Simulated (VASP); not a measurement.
# Pb (P6_3/mmc) in VASP: notebook

Runs on Pb. Level: BLYP. Tasks: single point.

Program: VASP 6.6.1. These are calculated values, not measurements. Logs are shortened: lines on timing, memory, paths and dates and some standing lists are left out, and cuts for length are marked.

### Step 1. The cell of the first run

It takes space group P6_3/mmc (No. 194, hexagonal). Conventional cell: a = 3.529 Å, b = 3.529 Å, c = 11.350 Å, α = 90.00°, β = 90.00°, γ = 120.00°. Within 4.6 Å of Pb (site symmetry -3m) lie 12 Pb at 3.49 to 3.53 Å. Pb (site symmetry -6m2) has 12 Pb at 3.49 to 3.53 Å within 4.6 Å.

### Step 2. Single point, BLYP (volume scaled by 0.88)

INCAR

```
PREC     = Accurate       # precision mode
ENCUT    = 520            # plane-wave cutoff, eV
EDIFF    = 1E-6           # SCF threshold, eV
ISMEAR   = -1             # smearing method
SIGMA    = 0.1            # smearing width, eV
LREAL    = False          # projectors in reciprocal space
LASPH    = True           # aspherical terms in the spheres
NELM     = 100            # most SCF steps
ALGO     = Normal         # electronic algorithm
ISIF     = 2              # what is computed and relaxed
LWAVE    = False          # write WAVECAR
LCHARG   = False          # write CHGCAR
GGA      = B5             # functional
ALDAX    = 1.0          
AGGAX    = 1.0          
AGGAC    = 1.0          
ALDAC    = 0.0          
NBANDS   = 36             # bands
```

KPOINTS

```
regular mesh
0
Gamma
  13 13 4
```

POSCAR

```
Pb
1.0
    3.5292795920      0.0000000000      0.0000000000
   -1.7646397960      3.0564457837      0.0000000000
    0.0000000000      0.0000000000     11.3497124330
Pb
4
Direct
    1.0000000000      0.0000000000      0.0000000000
    1.0000000000      0.0000000000      0.5000000000
    0.3333333333      0.6666666667      0.2500000000
    0.6666666667      0.3333333333      0.7500000000
```

Potentials or basis: VASP PAW PBE potentials, release 64 (Pb_d).

Started as:

```
$ cat potpaw_PBE.64/Pb_d/POTCAR > POTCAR
$ mpirun -np 1 vasp_std > vasp.out
```

OUTCAR:

```text
PREC = Accurate
   ENCUT = 520
   EDIFF = 1E-6
   ISMEAR = -1
   LREAL = False
   LASPH = True
   NELM = 100
   ISIF = 2
   GGA = B5

 ion  position               nearest neighbor table
   1  0.000  0.000  0.000-   3 3.49   4 3.49   3 3.49   4 3.49   4 3.49   3 3.49
   2  0.000  0.000  0.500-   3 3.49   4 3.49   3 3.49   4 3.49   4 3.49   3 3.49
   3  0.333  0.667  0.250-   1 3.49   2 3.49   1 3.49   2 3.49   1 3.49   2 3.49
   4  0.667  0.333  0.750-   1 3.49   2 3.49   1 3.49   2 3.49   1 3.49   2 3.49

  LATTYP: Found a hexagonal cell.
 ALAT       =     3.5292795920
 C/A-ratio  =     3.2158722870

  Lattice vectors:

 A1 = (   3.5292795920,   0.0000000000,   0.0000000000)
 A2 = (  -1.7646397960,   3.0564457837,   0.0000000000)
 A3 = (   0.0000000000,   0.0000000000,  11.3497124330)

Analysis of symmetry for initial positions (statically):
=====================================================================
 Subroutine PRICEL returns:
 Original cell was already a primitive cell.

 Routine SETGRP: Setting up the symmetry group for a
 hexagonal supercell.

 Subroutine GETGRP returns: Found 24 space group operations
 (whereof 12 operations were pure point group operations)
 out of a pool of 24 trial point group operations.

The static configuration has the point symmetry D_3d.
 The point group associated with its full space group is D_6h.

Analysis of symmetry for dynamics (positions and initial velocities):
=====================================================================
 Subroutine PRICEL returns:
 Original cell was already a primitive cell.

 Routine SETGRP: Setting up the symmetry group for a
 hexagonal supercell.

 Subroutine GETGRP returns: Found 24 space group operations
 (whereof 12 operations were pure point group operations)
 out of a pool of 24 trial point group operations.

The dynamic configuration has the point symmetry D_3d.
 The point group associated with its full space group is D_6h.

 Subroutine INISYM returns: Found 24 space group operations
 (whereof 12 operations are pure point group operations),
 and found     1 'primitive' translations

----------------------------------------------------------------------------------------

                                     Primitive cell

  volume of cell :     122.4299

  direct lattice vectors                    reciprocal lattice vectors
     3.529279592  0.000000000  0.000000000     0.283343944  0.163588702  0.000000000
    -1.764639796  3.056445784  0.000000000     0.000000000  0.327177405  0.000000000
     0.000000000  0.000000000 11.349712433     0.000000000  0.000000000  0.088107959

  length of vectors
     3.529279592  3.529279592 11.349712433     0.327177405  0.327177405  0.088107959

  position of ions in fractional coordinates (direct lattice)
     0.000000000  0.000000000  0.000000000
     0.000000000  0.000000000  0.500000000
     0.333333333  0.666666667  0.250000000
     0.666666667  0.333333333  0.750000000

  ion indices of the primitive-cell ions
   primitive index   ion index
                 1           1
                 2           2
                 3           3
                 4           4

----------------------------------------------------------------------------------------

 KPOINTS: regular mesh

Automatic generation of k-mesh.
 Grid dimensions read from file:
 generate k-points for:   13   13    4

 Generating k-lattice:

  Cartesian coordinates                     Fractional coordinates (reciprocal lattice)
     0.021795688  0.012583746  0.000000000     0.076923077  0.000000000  0.000000000
     0.000000000  0.025167493  0.000000000     0.000000000  0.076923077  0.000000000
     0.000000000  0.000000000  0.022026990     0.000000000  0.000000000  0.250000000

  Length of vectors
     0.025167493  0.025167493  0.022026990

  Shift w.r.t. Gamma in fractional coordinates (k-lattice)
     0.000000000  0.000000000  0.000000000

 Subroutine IBZKPT returns following result:
 ===========================================

 Found     63 irreducible k-points:

 Following reciprocal coordinates:
            Coordinates               Weight
  0.000000  0.000000  0.000000      1.000000
  0.076923  0.000000  0.000000      6.000000
  0.153846  0.000000  0.000000      6.000000
  0.230769 -0.000000  0.000000      6.000000
  0.307692  0.000000  0.000000      6.000000
  0.384615  0.000000  0.000000      6.000000
[... 16 lines left out ...]
  0.076923  0.000000  0.250000     12.000000
  0.153846  0.000000  0.250000     12.000000
 [... further k-points ...]
   k-points           NKPTS =     63   k-points in BZ     NKDIM =     63   number of bands    NBANDS=     36
   number of dos      NEDOS =    301   number of ions     NIONS =      4
   total plane-waves  NPLWV =  65856
   dimension x,y,z NGX =    28 NGY =   28 NGZ =   84
   dimension x,y,z NGXF=    56 NGYF=   56 NGZF=  168
   ions per type =               4
   NGX,Y,Z   is equivalent  to a cutoff of  13.19, 13.19, 12.30 a.u.
   NGXF,Y,Z  is equivalent  to a cutoff of  26.38, 26.38, 24.61 a.u.
 SYSTEM =  unknown system
   PREC   = accura    normal or accurate (medium, high low for compatibility)
   ISTART =      0    job   : 0-new  1-cont  2-samecut
   ICHARG =      2    charge: 1-file 2-atom 10-const
   ISPIN  =      1    spin polarized calculation?
   LNONCOLLINEAR =      F non collinear calculations
   LSORBIT =      F    spin-orbit coupling
   LASPH  =      T    aspherical Exc in radial PAW
   ENCUT  =  520.0 eV  38.22 Ry    6.18 a.u.   6.56  6.56 21.10*2*pi/ulx,y,z
   NELM   =    100;   NELMIN=  2; NELMDL= -5     # of ELM steps
   EDIFF  = 0.1E-05   stopping-criterion for ELM
   LREAL  =      F    real-space projection
[... 7 lines left out ...]
   TEBEG  =    0.0;   TEEND  =   0.0 temperature during run
   PSTRESS=    0.0 pullay stress
   NELECT =      56.0000    total number of electrons
   NUPDOWN=      -1.0000    fix difference up-down
   EMIN   =  10.00;   EMAX   =-10.00  energy-range for DOS
   EFERMI =   0.00;   METHOD = LEGACY
   ISMEAR =    -1;   SIGMA  =   0.10  broadening in eV -4-tet -1-fermi 0-gaus
   EFERMI_NEDOS =   21; number of points for ismear=-14 and -15
   IALGO  =     38    algorithm
   IMIX   =      4    mixing-type and parameters
     AMIX     =   0.40;   BMIX     =  1.00
     AMIX_MAG =   1.60;   BMIX_MAG =  1.00
  volume/ion in A,a.u.               =      30.61       206.55
  Fermi-wavevector in a.u.,A,eV,Ry     =   1.261367  2.383639 21.647521  1.591048
  Thomas-Fermi vector in A             =   2.394830
   LORBIT       =      0    0 simple, 1 ext, 2 COOP (PROOUT), +10 PAW based schemes
   GGA     = B5    functional components
   LHFCALC =     F    Hartree Fock is set to
   AEXX    =    0.0000 exact exchange contribution
   IVDW    =     0    specifies the selected vdW correction
   LEPSILON=     F    determine dielectric tensor
   LRPA    =     F    only Hartree local field effects (RPA)
 non-spin polarized calculation
  energy-cutoff  :      520.00
  volume of cell :      122.43
 maximum number of plane-waves:      3354
 NGX is ok and might be reduce to    28
   NGX = 13   NGY = 13   NGZ = 43

 number of electron      56.0000012 magnetization

 Free energy of the ion-electron system (eV)
  ---------------------------------------------------
  ext. energy  EPLUGINS =         0.00000000
  ---------------------------------------------------
  free energy    TOTEN  =       -11.23504750 eV

  energy without entropy =      -11.17013145  energy(sigma->0) =      -11.20258947

 E-fermi :   7.7188     XC(G=0):  -9.5507

 val. band max:        7.7145188392   @ k =   0.2308   0.0769   0.5000
 cond. band min:       7.7403122122   @ k =   0.1538   0.1538   0.0000
 fundamental gap:      0.0257933731
 Fermi energy:         7.7188147722

 k-point     1 :       0.0000    0.0000    0.0000
  band No.  band energies     occupation
      1      -9.4240      2.00000
      2      -9.4036      2.00000
      3      -9.3980      2.00000
      4      -9.3980      2.00000
      5      -9.3975      2.00000
      6      -9.3975      2.00000
[... 28 lines left out ...]
     35      14.6901      0.00000
     36      15.1195      0.00000

 k-point     2 :       0.0769    0.0000    0.0000
  band No.  band energies     occupation
      1      -9.4197      2.00000
      2      -9.4117      2.00000
      3      -9.4022      2.00000
      4      -9.3952      2.00000
      5      -9.3912      2.00000
      6      -9.3903      2.00000
[... 28 lines left out ...]
     35      14.7953      0.00000
     36      14.9624      0.00000

 k-point     3 :       0.1538    0.0000    0.0000
  band No.  band energies     occupation
      1      -9.4386      2.00000
      2      -9.4228      2.00000
      3      -9.4157      2.00000
      4      -9.3872      2.00000
      5      -9.3808      2.00000
      6      -9.3703      2.00000
[... 28 lines left out ...]
     35      14.4400      0.00000
     36      14.6996      0.00000

 k-point     4 :       0.2308   -0.0000    0.0000
  band No.  band energies     occupation
      1      -9.4706      2.00000
      2      -9.4379      2.00000
      3      -9.4351      2.00000
      4      -9.3891      2.00000
      5      -9.3862      2.00000
      6      -9.3665      2.00000
[... 28 lines left out ...]
     35      13.5426      0.00000
     36      14.2605      0.00000

 k-point     5 :       0.3077    0.0000    0.0000
  band No.  band energies     occupation
      1      -9.5022      2.00000
      2      -9.4579      2.00000
      3      -9.4526      2.00000
      4      -9.4109      2.00000
      5      -9.4026      2.00000
      6      -9.3776      2.00000
[... 655 lines left out ...]
 k-point    22 :       0.0000    0.0000    0.2500
  band No.  band energies     occupation
      1      -9.4218      2.00000
      2      -9.4086      2.00000
      3      -9.3948      2.00000
      4      -9.3948      2.00000
      5      -9.3939      2.00000
      6      -9.3923      2.00000
[... 28 lines left out ...]
     35      14.6062      0.00000
     36      14.6062      0.00000

 k-point    23 :       0.0769    0.0000    0.2500
  band No.  band energies     occupation
      1      -9.4188      2.00000
      2      -9.4136      2.00000
      3      -9.4006      2.00000
      4      -9.3957      2.00000
      5      -9.3907      2.00000
      6      -9.3852      2.00000
[... 28 lines left out ...]
     35      14.3877      0.00000
     36      14.6711      0.00000

 k-point    24 :       0.1538    0.0000    0.2500
  band No.  band energies     occupation
      1      -9.4382      2.00000
      2      -9.4295      2.00000
      3      -9.4082      2.00000
      4      -9.3867      2.00000
      5      -9.3814      2.00000
      6      -9.3660      2.00000
[... 28 lines left out ...]
     35      14.0986      0.00000
     36      14.5048      0.00000

 [... further k-points ...]
[... 5 lines left out ...]
  --------------------------------------------------------------------------------------
  -------------------------------------------------------------------------------------
  Total        4.0150200      4.0150200      4.8184294     -0.0000000      0.0000000      0.0000000
  in kB       52.5424929     52.5424929     63.0562971     -0.0000000      0.0000000      0.0000000
  external PRESSURE =      56.0470943 kB  Pullay stress =       0.0000000 kB

 VOLUME and BASIS-vectors are now :
 -----------------------------------------------------------------------------
  energy-cutoff  :      520.00
  volume of cell :      122.43
      direct lattice vectors                 reciprocal lattice vectors
     3.529279592  0.000000000  0.000000000     0.283343944  0.163588702  0.000000000
    -1.764639796  3.056445784  0.000000000     0.000000000  0.327177405  0.000000000
     0.000000000  0.000000000 11.349712433     0.000000000  0.000000000  0.088107959

 POSITION                                       TOTAL-FORCE (eV/Angst)
 -----------------------------------------------------------------------------------
      0.00000      0.00000      0.00000        -0.000000      0.000000     -0.000000
      0.00000      0.00000      5.67486        -0.000000      0.000000     -0.000000
     -0.00000      2.03763      2.83743         0.000000      0.000000      0.000000
      1.76464      1.01882      8.51228        -0.000000     -0.000000      0.000000
 -----------------------------------------------------------------------------------
    total drift:                                0.000000     -0.000000      0.000000

  FREE ENERGIE OF THE ION-ELECTRON SYSTEM (eV)
  ---------------------------------------------------
  free  energy   TOTEN  =       -11.2350474957 eV

  energy  without entropy=      -11.1701314454  energy(sigma->0) =      -11.20258947
```

It took 1.9 min on 1 thread of Intel Xeon 6975P-C (Granite Rapids), shared host; peak memory 0.35 GiB.

What came out:

```yaml
Free_energy: -11.2350 eV
Pressure: 5.6 GPa
Band_gap_on_the_k_mesh: zero (band 28 reaches 12.92 eV, above the bottom of band 29 at 6.10 eV)
```

Stress tensor (GPa, compression positive):
```
5.25 0.00 0.00
0.00 5.25 0.00
0.00 0.00 6.31
```

Levels at points of the mesh, in eV from the Fermi level:
| k point | band 25 | band 26 | band 27 | band 28 | band 29 | band 30 | band 31 | band 32 |
| --- | --- | --- | --- | --- | --- | --- | --- | --- |
| (0.00, 0.00, 0.00) | -4.08 | 0.87 | 0.88 | 5.14 | 5.14 | 5.96 | 5.96 | 5.99 |
| (0.00, 0.00, 0.50) | -2.41 | -2.41 | 4.72 | 4.72 | 5.38 | 5.38 | 5.38 | 5.38 |

Caveat: the PAW data sets were made with another functional, which shifts forces and pressure a little; spin-orbit coupling is left out, which moves the levels of the heavy elements.

### Step 3. Single point, BLYP (volume scaled by 0.92)

INCAR

```
SYSTEM = Pb
AGGAC = 1.0
AGGAX = 1.0
ALDAC = 0.0
ALDAX = 1.0
ALGO = Normal
EDIFF = 1E-6
ENCUT = 520
GGA = B5
ISIF = 2
ISMEAR = -1
LASPH = .True.
LCHARG = .True.
LELF = .True.
LREAL = .False.
LVHAR = .True.
LWAVE = .False.
NBANDS = 36
NELM = 100
PREC = Accurate
SIGMA = 0.1
```

KPOINTS

```
k-points
0
Gamma
  13 13 4
  0 0 0
```

POSCAR

```
Pb
1.0
    3.5819631739      0.0000000000      0.0000000000
   -1.7909815870      3.1020711040      0.0000000000
    0.0000000000      0.0000000000     11.5191361041
Pb
4
Direct
    1.0000000000      0.0000000000      0.0000000000
    1.0000000000      0.0000000000      0.5000000000
    0.3333333333      0.6666666667      0.2500000000
    0.6666666667      0.3333333333      0.7500000000
```

Potentials or basis: VASP PAW PBE potentials, release 64 (Pb_d).

Started as:

```
$ cat potpaw_PBE.64/Pb_d/POTCAR > POTCAR
$ mpirun -np 1 vasp_std > vasp.out
```

Wall time 2.5 min (1 thread of Intel Xeon 6975P-C (Granite Rapids), shared host); peak memory 0.37 GiB.

Results (log left out):

```
Free energy            : -11.3921 eV
Pressure               : 3.3 GPa
Band gap on the k mesh : zero (band 28 reaches 12.19 eV, above the bottom of band 29 at 5.70 eV)
```

Stress tensor (GPa, compression positive):
```
3.04 0.00 0.00
0.00 3.04 0.00
0.00 0.00 3.87
```

Levels at points of the mesh, in eV from the Fermi level:
| k point | band 25 | band 26 | band 27 | band 28 | band 29 | band 30 | band 31 | band 32 |
| --- | --- | --- | --- | --- | --- | --- | --- | --- |
| (0.00, 0.00, 0.00) | -3.86 | 0.79 | 0.80 | 4.91 | 4.91 | 5.68 | 5.68 | 5.72 |
| (0.00, 0.00, 0.50) | -2.32 | -2.32 | 4.47 | 4.47 | 5.13 | 5.13 | 5.13 | 5.13 |

Caveat: the PAW data sets were made with another functional, which shifts forces and pressure a little; spin-orbit coupling is left out, which moves the levels of the heavy elements.

[end of part 1 of 2]
